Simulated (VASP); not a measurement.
# CuO in VASP: a series of runs

The runs below take CuO through single point, with PBE, LDA, PBEsol.

Everything below comes from runs of VASP 6.6.1. Logs are shortened: lines on timing, memory, paths and dates and some standing lists are left out, and cuts for length are marked.

## (1) The cell of the first run

It takes space group I4/mmm (No. 139, tetragonal). Conventional cell: a = 2.993 Å, b = 2.993 Å, c = 4.191 Å, α = 90.00°, β = 90.00°, γ = 90.00°. Within 2.8 Å of Cu (site symmetry 4/mmm) lie 6 O at 2.10 to 2.12 Å. O (site symmetry 4/mmm) has 6 Cu at 2.10 to 2.12 Å within 2.8 Å.

## (2) Single point, PBE

INCAR

```
SYSTEM = CuO
  PREC = Accurate
  ENCUT = 520
  EDIFF = 1E-7
  ISMEAR = -1
  SIGMA = 0.05
  LREAL = .False.
  LASPH = .True.
  NELM = 60
  ALGO = Normal
  ISIF = 2
  LWAVE = .False.
  LCHARG = .False.
  GGA = PE
  NBANDS = 25
```

KPOINTS

```
Automatic mesh
0
Gamma
  9 9 5
  0 0 0
```

POSCAR

```
CuO
1.0
    0.0000000000     -2.1165600000     -2.0953944000
   -2.1165600000      0.0000000000     -2.0953944000
    2.1165600000      2.1165600000     -4.1907888000
Cu O
2 2
Direct
    0.5000043209      0.5000002108      0.4999965628
    0.0000043209      1.0000002108      0.9999965628
    0.7499956791      0.7499997892      0.7500034372
    0.2499956791      0.2499997892      0.2500034372
```

Potentials or basis: VASP PAW PBE potentials, release 64 (Cu, O).

Started as:

```bash
cat potpaw_PBE.64/Cu/POTCAR potpaw_PBE.64/O/POTCAR > POTCAR
mpirun -np 1 vasp_std > vasp.out
```

OUTCAR:

```text
SYSTEM = CuO
   PREC = Accurate
   ENCUT = 520
   EDIFF = 1E-7
   ISMEAR = -1
   LREAL = .False.
   LASPH = .True.
   NELM = 60
   ISIF = 2
   GGA = PE

 ion  position               nearest neighbor table
   1  0.500  0.500  0.500-   4 2.10   3 2.10   4 2.12   4 2.12   3 2.12   3 2.12
   2  0.000  0.000  1.000-   3 2.10   4 2.10   3 2.12   3 2.12   4 2.12   4 2.12
   3  0.750  0.750  0.750-   2 2.10   1 2.10   2 2.12   2 2.12   1 2.12   1 2.12
   4  0.250  0.250  0.250-   1 2.10   2 2.10   1 2.12   1 2.12   2 2.12   2 2.12

  LATTYP: Found a base centered monoclinic cell.
 ALAT       =     5.1499867217
 B/A-ratio  =     0.5812185583
 C/A-ratio  =     1.0000000000
 COS(beta)  =    -0.3243699750

  Lattice vectors:

 A1 = (   0.0000000000,   2.1165600000,   2.0953944000)
 A2 = (   2.1165600000,   0.0000000000,   2.0953944000)
 A3 = (   2.1165600000,   2.1165600000,  -4.1907888000)

Analysis of symmetry for initial positions (statically):
=====================================================================
 Subroutine PRICEL returns following result:

  LATTYP: Found a body centered tetragonal cell.
 ALAT       =     2.9932678576
 C/A-ratio  =     1.4000714267

  Lattice vectors:

 A1 = (   2.1165600000,   0.0000000000,   2.0953944000)
 A2 = (  -2.1165600000,   0.0000000000,   2.0953944000)
 A3 = (   0.0000000000,  -2.1165600000,  -2.0953944000)

   2 primitive cells build up your supercell.

 Routine SETGRP: Setting up the symmetry group for a
 base centered monoclinic supercell.

 Subroutine GETGRP returns: Found  2 space group operations
 (whereof  2 operations were pure point group operations)
 out of a pool of  4 trial point group operations.

The static configuration has the point symmetry C_1h.

Analysis of symmetry for dynamics (positions and initial velocities):
=====================================================================
 Subroutine PRICEL returns following result:

  LATTYP: Found a body centered tetragonal cell.
 ALAT       =     2.9932678576
 C/A-ratio  =     1.4000714267

  Lattice vectors:

 A1 = (   2.1165600000,   0.0000000000,   2.0953944000)
 A2 = (  -2.1165600000,   0.0000000000,   2.0953944000)
 A3 = (   0.0000000000,  -2.1165600000,  -2.0953944000)

   2 primitive cells build up your supercell.

 Routine SETGRP: Setting up the symmetry group for a
 base centered monoclinic supercell.

 Subroutine GETGRP returns: Found  2 space group operations
 (whereof  2 operations were pure point group operations)
 out of a pool of  4 trial point group operations.

The dynamic configuration has the point symmetry C_1h.

 Subroutine INISYM returns: Found  2 space group operations
 (whereof  2 operations are pure point group operations),
 and found     2 'primitive' translations

----------------------------------------------------------------------------------------

                                     Primitive cell

  volume of cell :      18.7740

  direct lattice vectors                    reciprocal lattice vectors
     2.116560000  0.000000000  2.095394400     0.236232377 -0.236232377  0.238618563
    -2.116560000  0.000000000  2.095394400    -0.236232377 -0.236232377  0.238618563
     0.000000000 -2.116560000 -2.095394400     0.000000000 -0.472464754  0.000000000

  length of vectors
     2.978339122  2.978339122  2.978339122     0.410548767  0.410548767  0.472464754

  position of ions in fractional coordinates (direct lattice)
     0.000003226  0.000006874  0.000007758
     0.499996774  0.499993126  0.999992242

  ion indices of the primitive-cell ions
   primitive index   ion index
                 1           1
                 2           3

----------------------------------------------------------------------------------------

 KPOINTS: Automatic mesh

Automatic generation of k-mesh.
 Grid dimensions read from file:
 generate k-points for:    9    9    5

 Generating k-lattice:

  Cartesian coordinates                     Fractional coordinates (reciprocal lattice)
     0.013124021 -0.039372063 -0.013256587     0.111111111 -0.000000000 -0.000000000
    -0.039372063  0.013124021 -0.013256587    -0.000000000  0.111111111 -0.000000000
     0.023623238  0.023623238 -0.023861856    -0.000000000 -0.000000000  0.200000000

  Length of vectors
     0.043567607  0.043567607  0.041054877

  Shift w.r.t. Gamma in fractional coordinates (k-lattice)
     0.000000000  0.000000000  0.000000000

 Subroutine IBZKPT returns following result:
 ===========================================

 Found    115 irreducible k-points:

 Following reciprocal coordinates:
            Coordinates               Weight
  0.000000  0.000000  0.000000      1.000000
  0.111111  0.000000  0.000000      4.000000
  0.222222  0.000000  0.000000      4.000000
  0.333333  0.000000  0.000000      4.000000
  0.444444  0.000000  0.000000      4.000000
  0.111111  0.111111  0.000000      2.000000
[... 16 lines left out ...]
 -0.333333  0.333333  0.000000      2.000000
  0.444444  0.444444  0.000000      2.000000
 [... further k-points ...]
   k-points           NKPTS =    115   k-points in BZ     NKDIM =    115   number of bands    NBANDS=     25
   number of dos      NEDOS =    301   number of ions     NIONS =      4
   total plane-waves  NPLWV =  23040
   dimension x,y,z NGX =    24 NGY =   24 NGZ =   40
   dimension x,y,z NGXF=    48 NGYF=   48 NGZF=   80
   ions per type =               2   2
   NGX,Y,Z   is equivalent  to a cutoff of  13.40, 13.40, 12.91 a.u.
   NGXF,Y,Z  is equivalent  to a cutoff of  26.79, 26.79, 25.82 a.u.
 SYSTEM =  CuO
   PREC   = accura    normal or accurate (medium, high low for compatibility)
   ISTART =      0    job   : 0-new  1-cont  2-samecut
   ICHARG =      2    charge: 1-file 2-atom 10-const
   ISPIN  =      1    spin polarized calculation?
   LNONCOLLINEAR =      F non collinear calculations
   LSORBIT =      F    spin-orbit coupling
   LASPH  =      T    aspherical Exc in radial PAW
   ENCUT  =  520.0 eV  38.22 Ry    6.18 a.u.   5.54  5.54  9.58*2*pi/ulx,y,z
   NELM   =     60;   NELMIN=  2; NELMDL= -5     # of ELM steps
   EDIFF  = 0.1E-06   stopping-criterion for ELM
   LREAL  =      F    real-space projection
   EDIFFG = 0.1E-05   stopping-criterion for IOM
   NSW    =      0    number of steps for IOM
   IBRION =     -1    ionic relax: 0-MD 1-quasi-New 2-CG
   NFREE  =      0    steps in history (QN), initial steepest desc. (CG)
   ISIF   =      2    stress and relaxation
   ISYM   =      2    0-nonsym 1-usesym 2-fastsym
   POTIM  = 0.5000    time-step for ionic-motion
   TEBEG  =    0.0;   TEEND  =   0.0 temperature during run
   PSTRESS=    0.0 pullay stress
   NELECT =      34.0000    total number of electrons
   NUPDOWN=      -1.0000    fix difference up-down
   EMIN   =  10.00;   EMAX   =-10.00  energy-range for DOS
   EFERMI =   0.00;   METHOD = LEGACY
   ISMEAR =    -1;   SIGMA  =   0.05  broadening in eV -4-tet -1-fermi 0-gaus
   EFERMI_NEDOS =   21; number of points for ismear=-14 and -15
   IALGO  =     38    algorithm
   IMIX   =      4    mixing-type and parameters
     AMIX     =   0.40;   BMIX     =  1.00
     AMIX_MAG =   1.60;   BMIX_MAG =  1.00
  volume/ion in A,a.u.               =       9.39        63.35
  Fermi-wavevector in a.u.,A,eV,Ry     =   1.583819  2.992984 34.129969  2.508482
  Thomas-Fermi vector in A             =   2.683531
   LORBIT       =      0    0 simple, 1 ext, 2 COOP (PROOUT), +10 PAW based schemes
   GGA     = PE    functional components
   LHFCALC =     F    Hartree Fock is set to
   AEXX    =    0.0000 exact exchange contribution
   IVDW    =     0    specifies the selected vdW correction
   LEPSILON=     F    determine dielectric tensor
   LRPA    =     F    only Hartree local field effects (RPA)
 non-spin polarized calculation
  energy-cutoff  :      520.00
  volume of cell :       37.55
 maximum number of plane-waves:      1033
 NGX is ok and might be reduce to    24
   NGX = 11   NGY = 11   NGZ = 19

 number of electron      33.9999986 magnetization

 Free energy of the ion-electron system (eV)
  ---------------------------------------------------
  ext. energy  EPLUGINS =         0.00000000
  ---------------------------------------------------
  free energy    TOTEN  =       -19.07751037 eV

  energy without entropy =      -19.05567646  energy(sigma->0) =      -19.06659342

 E-fermi :   6.3883     XC(G=0): -12.4822

 val. band max:        6.3859140888   @ k =   0.3333   0.0000   0.0000
 cond. band min:       6.3908369499   @ k =  -0.3333  -0.4444   0.2000
 fundamental gap:      0.0049228611
 Fermi energy:         6.3882521631

 k-point     1 :       0.0000    0.0000    0.0000
  band No.  band energies     occupation
      1     -13.3030      2.00000
      2     -11.9876      2.00000
      3      -1.2272      2.00000
      4       1.3391      2.00000
      5       1.3663      2.00000
      6       3.8476      2.00000
[... 17 lines left out ...]
     24      24.5677      0.00000
     25      25.1003      0.00000

 k-point     2 :       0.1111    0.0000    0.0000
  band No.  band energies     occupation
      1     -13.1826      2.00000
      2     -11.9621      2.00000
      3      -1.0193      2.00000
      4       1.2958      2.00000
      5       1.3840      2.00000
      6       2.6636      2.00000
[... 17 lines left out ...]
     24      22.2292      0.00000
     25      24.2446      0.00000

 k-point     3 :       0.2222    0.0000    0.0000
  band No.  band energies     occupation
      1     -12.8579      2.00000
      2     -11.8979      2.00000
      3      -0.4756      2.00000
      4       1.0604      2.00000
      5       1.2668      2.00000
      6       1.4746      2.00000
[... 17 lines left out ...]
     24      21.1161      0.00000
     25      21.7644      0.00000

 k-point     4 :       0.3333    0.0000    0.0000
  band No.  band energies     occupation
      1     -12.4365      2.00000
      2     -11.8392      2.00000
      3       0.0982      2.00000
      4       0.2392      2.00000
      5       0.6927      2.00000
      6       1.5890      2.00000
[... 17 lines left out ...]
     24      19.5361      0.00000
     25      21.5314      0.00000

 k-point     5 :       0.4444    0.0000    0.0000
  band No.  band energies     occupation
      1     -12.0684      2.00000
      2     -11.8685      2.00000
      3      -0.2112      2.00000
      4      -0.0832      2.00000
      5       0.9573      2.00000
      6       1.4182      2.00000
[... 17 lines left out ...]
     24      18.3485      0.00000
     25      21.6324      0.00000

 k-point     6 :       0.1111    0.1111    0.0000
  band No.  band energies     occupation
      1     -13.1704      2.00000
      2     -11.9756      2.00000
      3      -0.9842      2.00000
      4       1.2696      2.00000
      5       1.4577      2.00000
      6       2.7661      2.00000
[... 17 lines left out ...]
     24      21.8179      0.00000
     25      24.4551      0.00000
[... 393 lines left out ...]
 k-point    21 :       0.4444    0.3333   -0.0000
  band No.  band energies     occupation
      1     -12.1350      2.00000
      2     -11.8599      2.00000
      3      -0.6853      2.00000
      4       0.1384      2.00000
      5       1.4253      2.00000
      6       1.5662      2.00000
[... 17 lines left out ...]
     24      19.6663      0.00000
     25      20.9229      0.00000

 k-point    22 :      -0.4444    0.3333   -0.0000
  band No.  band energies     occupation
      1     -11.9438      2.00000
      2     -11.8178      2.00000
      3      -0.5926      2.00000
      4       0.3198      2.00000
      5       0.9874      2.00000
      6       1.2062      2.00000
[... 17 lines left out ...]
     24      18.2122      0.00000
     25      20.9022      0.00000

 k-point    23 :      -0.3333    0.3333    0.0000
  band No.  band energies     occupation
      1     -11.8399      2.00000
      2     -11.8375      2.00000
      3      -0.0339      2.00000
      4       0.1366      2.00000
      5       0.6999      2.00000
      6       0.9709      2.00000
[... 17 lines left out ...]
     24      17.4208      0.00000
     25      20.6127      0.00000

 k-point    24 :       0.4444    0.4444    0.0000
  band No.  band energies     occupation
      1     -12.0350      2.00000
      2     -11.8653      2.00000
      3      -1.1146      2.00000
      4       0.0725      2.00000
      5       1.3779      2.00000
      6       1.4044      2.00000
[... 17 lines left out ...]
     24      20.1909      0.00000
     25      20.4168      0.00000

 [... further k-points ...]

------------------------ aborting loop because EDIFF is reached ----------------------------------------

  FORCE on cell =-STRESS in cart. coord.  units (eV):
  Direction    XX          YY          ZZ          XY          YZ          ZX
  --------------------------------------------------------------------------------------
  -------------------------------------------------------------------------------------
  Total        0.7736311      0.7736311      0.9960123     -0.0269447      0.0096038      0.0096038
  in kB       33.0109137     33.0109137     42.4999418     -1.1497335      0.4097966      0.4097963
  external PRESSURE =      36.1739230 kB  Pullay stress =       0.0000000 kB

 VOLUME and BASIS-vectors are now :
 -----------------------------------------------------------------------------
  energy-cutoff  :      520.00
  volume of cell :       37.55
      direct lattice vectors                 reciprocal lattice vectors
     0.000000000 -2.116560000 -2.095394400     0.118116189 -0.354348566 -0.119309281
    -2.116560000  0.000000000 -2.095394400    -0.354348566  0.118116189 -0.119309281
     2.116560000  2.116560000 -4.190788800     0.118116189  0.118116189 -0.119309281

 POSITION                                       TOTAL-FORCE (eV/Angst)
 -----------------------------------------------------------------------------------
     -0.00001     -0.00002     -4.19078         0.000126      0.000126     -0.000064
      2.11655      2.11654     -4.19078         0.000126      0.000126     -0.000064
      0.00001      0.00002     -6.28619        -0.000126     -0.000126      0.000064
      0.00001      0.00002     -2.09540        -0.000126     -0.000126      0.000064
 -----------------------------------------------------------------------------------
    total drift:                                0.008514     -0.008467     -0.000055

  FREE ENERGIE OF THE ION-ELECTRON SYSTEM (eV)
  ---------------------------------------------------
  free  energy   TOTEN  =       -19.0775103674 eV

  energy  without entropy=      -19.0556764643  energy(sigma->0) =      -19.06659342
```

Run time: 2.3 min. Hardware: 1 thread of Intel Xeon Platinum 8259CL at 2.50GHz (Skylake/Cascade Lake), shared host; peak memory 0.22 GiB.

Results:

```yaml
Free_energy: -19.0775 eV
Pressure: 3.6 GPa
Band_gap_on_the_k_mesh: zero (band 17 reaches 7.07 eV, above the bottom of band 18 at 6.03 eV)
```

Levels at points of the mesh, in eV from the Fermi level:
| k point | band 14 | band 15 | band 16 | band 17 | band 18 | band 19 | band 20 | band 21 |
| --- | --- | --- | --- | --- | --- | --- | --- | --- |
| (0.00, 0.00, 0.00) | -1.90 | -1.89 | -1.46 | 0.68 | 0.74 | 1.44 | 5.72 | 9.67 |

Caveat: semilocal functionals often make such compounds metallic where correlation or magnetic order opens a gap, which also shifts bond lengths.

## (3) Single point, PBE

This run uses another cell than the first one, of 9.58 Å³/atom, 1.020 times its volume.

INCAR

```
SYSTEM = CuO
PREC = Accurate ; ENCUT = 520
EDIFF = 1E-6 ; ISMEAR = -1
SIGMA = 0.05 ; LREAL = .False.
LASPH = .True. ; NELM = 60
ALGO = Normal ; ISIF = 2
LWAVE = .False. ; LCHARG = .True.
GGA = PE ; LELF = .True.
LVHAR = .True. ; NBANDS = 25
```

KPOINTS is that of step 2.

POSCAR

```
CuO
1.0
    0.0000000000     -2.1165600000     -2.1377256000
   -2.1165600000      0.0000000000     -2.1377256000
    2.1165600000      2.1165600000     -4.2754512000
Cu O
2 2
Direct
    0.5001211518      0.5000988392      0.4997061583
    0.0001211518      1.0000988392      0.9997061583
    0.7498788482      0.7499011608      0.7502938417
    0.2498788482      0.2499011608      0.2502938417
```

Potentials or basis: VASP PAW PBE potentials, release 64 (Cu, O).

Started as:

```bash
cat potpaw_PBE.64/Cu/POTCAR potpaw_PBE.64/O/POTCAR > POTCAR
mpirun -np 1 vasp_std > vasp.out
```

Run time: 2.4 min. Hardware: 1 thread of Intel Xeon Platinum 8259CL at 2.50GHz (Skylake/Cascade Lake), shared host; peak memory 0.28 GiB.

Results (log left out):

* Free energy: -19.0879 eV
* Pressure: -0.1 GPa
* Largest force: 0.016 eV/Å
* Band gap on the k mesh: zero (band 17 reaches 6.77 eV, above the bottom of band 18 at 5.75 eV)

Forces on the atoms (eV/Å):
```
Cu   0.010  0.010 -0.008
Cu   0.010  0.010 -0.008
O   -0.010 -0.010  0.008
O   -0.010 -0.010  0.008
```

Stress tensor (GPa, compression positive):
```
-0.03 -0.10  0.06
-0.10 -0.03  0.06
 0.06  0.06 -0.15
```

Levels at points of the mesh, in eV from the Fermi level:
```csv
k point,band 13,band 14,band 15,band 16,band 17,band 18,band 19,band 20,band 21,band 22
"(0.00, 0.00, 0.00)",-2.20,-1.85,-1.85,-1.42,0.67,0.72,1.36,5.70,9.50,13.59
```

Caveat: semilocal functionals often make such compounds metallic where correlation or magnetic order opens a gap, which also shifts bond lengths. With open d or f shells a metallic result of PBE can be an artefact of self-interaction; +U or a hybrid may open a gap.

[end of part 1 of 2]
